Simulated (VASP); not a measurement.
A run of VASP 6.6.1 is set up as follows.

INCAR

```
SYSTEM = Ir
PREC = Accurate ; ENCUT = 520
EDIFF = 1E-7 ; ISMEAR = 0
SIGMA = 0.15 ; LREAL = .False.
LASPH = .True. ; NELM = 80
ALGO = Fast ; ISIF = 2
LWAVE = .False. ; LCHARG = .False.
GGA = PS ; NBANDS = 10
```

File KPOINTS:

```
regular mesh
0
Gamma
  22 22 22
  0 0 0
```

The input POSCAR:

```
Ir
1.0
    0.0000000000      1.9532947500      1.9197000000
    1.9197000000      0.0000000000      1.9197000000
    1.9197000000      1.9532947500      0.0000000000
Ir
1
Direct
    0.0000000000      0.0000000000      0.0000000000
```

Potentials or basis: VASP PAW PBE potentials, release 64 (Ir).

Launch:

```console
$ cat potpaw_PBE.64/Ir/POTCAR > POTCAR
$ mpirun -np 1 vasp_std > vasp.out
```

(1) Estimate the pressure.

Results:

(1) -7.9 GPa.

Caveat: the cell differs from its parent crystal (strain +0.0175 x Voigt [0, 1, 0, 0, 0, 0]); the PAW data sets were made with another functional, which shifts forces and pressure a little.
